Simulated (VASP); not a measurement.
# Eu (Im-3m) in VASP: settings compared, part 2 of 2

VASP 6.6.1.

## (6) Single point, PBE, collinear spin, ferromagnetic start (50.81 Å³/atom)

This run uses another cell than the first one, of 50.81 Å³/atom.

The input, INCAR:

```
SYSTEM = Eu
PREC = Accurate
ENCUT = 520
EDIFF = 1E-7
ISMEAR = -1
SIGMA = 0.05
LREAL = .False.
LASPH = .True.
NELM = 150
ALGO = Fast
ISIF = 2
LWAVE = .False.
LCHARG = .False.
ISPIN = 2
MAGMOM = 7
LORBIT = 11
LMAXMIX = 6
GGA = PE
NBANDS = 18
```

The input, KPOINTS:

```
Automatic mesh
0
Gamma
  8 8 8
  0 0 0
```

The input, POSCAR:

```
Eu
1.0
   -2.3333061070      2.3333061070      2.3333061070
    2.3333061070     -2.3333061070      2.3333061070
    2.3333061070      2.3333061070     -2.3333061070
Eu
1
Direct
    0.0000000000      0.0000000000      0.0000000000
```

Potentials or basis: VASP PAW PBE potentials, release 64 (Eu).

The run is started by

```bash
> cat potpaw_PBE.64/Eu/POTCAR > POTCAR
> mpirun -np 1 vasp_std > vasp.out
```

OUTCAR:

```text
SYSTEM = Eu
   PREC = Accurate
   ENCUT = 520
   EDIFF = 1E-7
   ISMEAR = -1
   LREAL = .False.
   LASPH = .True.
   NELM = 150
   ISIF = 2
   ISPIN = 2
   LORBIT = 11
   GGA = PE

 ion  position               nearest neighbor table
   1  0.000  0.000  0.000-

  LATTYP: Found a body centered cubic cell.
 ALAT       =     4.6666122140

  Lattice vectors:

 A1 = (  -2.3333061070,   2.3333061070,   2.3333061070)
 A2 = (   2.3333061070,  -2.3333061070,   2.3333061070)
 A3 = (   2.3333061070,   2.3333061070,  -2.3333061070)

Analysis of symmetry for initial positions (statically):
=====================================================================
 Subroutine PRICEL returns:
 Original cell was already a primitive cell.

 Routine SETGRP: Setting up the symmetry group for a
 body centered cubic supercell.

 Subroutine GETGRP returns: Found 48 space group operations
 (whereof 48 operations were pure point group operations)
 out of a pool of 48 trial point group operations.

The static configuration has the point symmetry O_h .

Analysis of symmetry for dynamics (positions and initial velocities):
=====================================================================
 Subroutine PRICEL returns:
 Original cell was already a primitive cell.
[... 184 lines left out ...]
      6       0.9294      0.99998
[... 493 lines left out ...]
     17       5.2585      0.00000
     18       9.2605      0.00000

 [... further k-points ...]

 spin component 2

 k-point     1 :       0.0000    0.0000    0.0000
  band No.  band energies     occupation
      1     -37.2068      1.00000
      2     -16.6931      1.00000
      3     -16.6931      1.00000
      4     -16.6931      1.00000
      5      -1.9227      1.00000
      6       4.0473      0.00000
[... 493 lines left out ...]
     17       6.6503      0.00000
     18       9.3980      0.00000

 [... further k-points ...]
[... 5 lines left out ...]
  --------------------------------------------------------------------------------------
  -------------------------------------------------------------------------------------
  Total       -0.7157068     -0.7157068     -0.7157068     -0.0000000      0.0000000     -0.0000000
  in kB      -22.5668322    -22.5668322    -22.5668322     -0.0000000      0.0000000     -0.0000000
  external PRESSURE =     -22.5668322 kB  Pullay stress =       0.0000000 kB

 VOLUME and BASIS-vectors are now :
 -----------------------------------------------------------------------------
  energy-cutoff  :      520.00
  volume of cell :       50.81
      direct lattice vectors                 reciprocal lattice vectors
    -2.333306107  2.333306107  2.333306107     0.000000000  0.214288215  0.214288215
     2.333306107 -2.333306107  2.333306107     0.214288215  0.000000000  0.214288215
     2.333306107  2.333306107 -2.333306107     0.214288215  0.214288215  0.000000000

 POSITION                                       TOTAL-FORCE (eV/Angst)
 -----------------------------------------------------------------------------------
      0.00000      0.00000      0.00000         0.000000      0.000000      0.000000
 -----------------------------------------------------------------------------------
    total drift:                                0.000000     -0.000000     -0.000000

  FREE ENERGIE OF THE ION-ELECTRON SYSTEM (eV)
  ---------------------------------------------------
  free  energy   TOTEN  =       -11.3715015919 eV

  energy  without entropy=      -11.3573711789  energy(sigma->0) =      -11.36443639

 total charge

# of ion       s       p       d       f       tot
--------------------------------------------------
    1        2.077   5.722   0.221   6.693  14.712

 magnetization (x)

# of ion       s       p       d       f       tot
--------------------------------------------------
    1       -0.005  -0.097   0.120   6.691   6.709
```

OSZICAR:

```text
N       E                     dE             d eps       ncg     rms          rms(c)
DAV:   1     0.113052589453E+03    0.11305E+03   -0.64768E+03  2500   0.396E+03
DAV:   2     0.113058365421E+02   -0.10175E+03   -0.88209E+02  2664   0.256E+02
[... 38 lines left out ...]
RMM:  41    -0.113715023245E+02    0.11366E-05   -0.23400E-06  2951   0.240E-02    0.342E-01
RMM:  42    -0.113715019017E+02    0.42273E-06   -0.16531E-06  2659   0.224E-02    0.343E-01
RMM:  43    -0.113715019121E+02   -0.10401E-07   -0.10956E-06  2557   0.185E-02    0.343E-01
RMM:  44    -0.113715012664E+02    0.64579E-06   -0.93229E-07  2575   0.172E-02    0.342E-01
RMM:  45    -0.113715014929E+02   -0.22653E-06   -0.71631E-07  2433   0.168E-02    0.344E-01
RMM:  46    -0.113715015919E+02   -0.99004E-07   -0.55973E-07  2307   0.133E-02
   1 F= -.11371502E+02 E0= -.11364436E+02  d E =-.141304E-01  mag=     7.3861
```

Run time: 6 min. Hardware: 1 thread of Intel Xeon 8259CL, shared host; peak memory 0.23 GiB.

Results:

```yaml
Free_energy: -11.3715 eV
Pressure: -2.3 GPa
Net_moment: 7.39 μB per cell
Site_moments: Eu +6.71 μB
Valence_electrons_inside_the_program's_atomic_spheres: Eu 14.71
```

Caveat: spin-orbit coupling is left out, which moves the levels of the heavy elements; semilocal functionals describe open f shells poorly, which spoils levels, moments and volumes. The state reached can hang on the start; a lower one may exist.

## (7) The runs side by side

| level | fixed moment (μB) | cell | k mesh | gap on the mesh (eV) | pressure (GPa) | moment (μB) |
| --- | --- | --- | --- | --- | --- | --- |
| PBEsol | 10.5 | a = 3.989 Å, angles 109.5°, 1 atom | 7 × 7 × 7 | - | -6.9 | 10.50 |
| PBEsol | 14.0 | a = 3.989 Å, angles 109.5°, 1 atom | 7 × 7 × 7 | - | -5.7 | 14.00 |
| PBE | - | a = 3.935 Å, angles 109.5°, 1 atom | 8 × 8 × 8 | none | -1.4 | 7.32 |
| PBE | - | a = 3.962 Å, angles 109.5°, 1 atom | 8 × 8 × 8 | none | -1.7 | 7.35 |
| PBE | - | a = 4.041 Å, angles 109.5°, 1 atom | 8 × 8 × 8 | none | -2.3 | 7.39 |

Alike in all rows: task single point; potentials or basis VASP PAW PBE potentials, release 64 (Eu); spin collinear, ferromagnetic start; cutoff (eV) 520; smearing fermi-dirac 0.05 eV.

Caveats: spin-orbit coupling is left out, which moves the levels of the heavy elements; semilocal functionals describe open f shells poorly, which spoils levels, moments and volumes; the cell stands under tension (at least some runs); the PAW data sets were made with another functional, which shifts forces and pressure a little (at least some runs); the total moment is fixed, so each spin has its own Fermi level (at least some runs).

Absolute energies hang on the potentials; compare differences alone.
